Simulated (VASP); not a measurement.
The system is AlO2.

```xyz
6
Lattice="1.4882 -5.4028 0.0000 1.4882 5.4028 0.0000 0.0000 0.0000 3.6466" Properties=species:S:1:pos:R:3 pbc="T T T"
Al    1.4882   -1.8168    2.7350
Al    1.4882    1.8168    0.9117
O     1.4882    4.7429    2.7350
O     1.4882   -4.7429    0.9117
O     1.4882    2.2240    2.7350
O     1.4882   -2.2240    0.9117
```

```yaml
Program: VASP 6.6.1
Task: relaxation of cell and atoms
Functional: PBEsol
Potentials_or_basis: VASP PAW PBE potentials, release 64 (Al, O)
Cutoff: 600 eV
k_mesh: 9 × 9 × 7
Occupations: fermi-dirac, width 0.05 eV
Spin: no spin polarisation
```

At the start: pressure -6.2 GPa; volume 9.77 Å³/atom.

Question: How do energy, volume and symmetry change on relaxing?

Answer: Over 17 steps the energy falls by 156.8 meV/atom and the volume is 8.58 Å³/atom (-12.2 %); space group Cmcm (No. 63, to 0.1 Å) before and after.

Step by step:
```csv
step,energy change (eV),largest force (eV/Å),pressure (GPa),volume (Å³)
1,0.0000,0.6513,-6.15,58.64
2,-0.1050,1.2512,2.32,55.51
3,-0.1101,1.4378,5.23,54.62
4,-0.1765,1.6204,6.04,53.99
5,-0.4199,2.0754,8.71,52.11
6,-0.7328,0.8281,16.67,48.48
7,-0.8411,0.2916,10.31,49.04
8,-0.8483,0.4995,8.35,49.22
9,-0.8940,0.2739,5.42,49.90
10,-0.9290,0.2992,-0.80,51.52
11,-0.9299,0.2522,-0.04,51.30
12,-0.9364,0.1323,-0.15,51.40
13,-0.9392,0.0936,-0.24,51.52
14,-0.9399,0.0582,-0.08,51.48
15,-0.9404,0.0513,0.18,51.42
16,-0.9405,0.0165,-0.03,51.45
17,-0.9405,0.0062,-0.08,51.46
```

Final structure:
```cif
data_structure
_symmetry_space_group_name_H-M 'P 1'
_symmetry_Int_Tables_number 1
_cell_length_a 5.1311
_cell_length_b 5.1311
_cell_length_c 3.5907
_cell_angle_alpha 90.000
_cell_angle_beta 90.000
_cell_angle_gamma 147.018
_cell_volume 51.46
loop_
_atom_site_label
_atom_site_type_symbol
_atom_site_fract_x
_atom_site_fract_y
_atom_site_fract_z
_atom_site_occupancy
Al1 Al 0.66162 0.33838 0.75000 1
Al2 Al 0.33838 0.66162 0.25000 1
O1 O 0.02827 0.97173 0.75000 1
O2 O 0.97173 0.02827 0.25000 1
O3 O 0.29514 0.70486 0.75000 1
O4 O 0.70486 0.29514 0.25000 1
```

Caveat: the PAW data sets were made with another functional, which shifts forces and pressure a little.
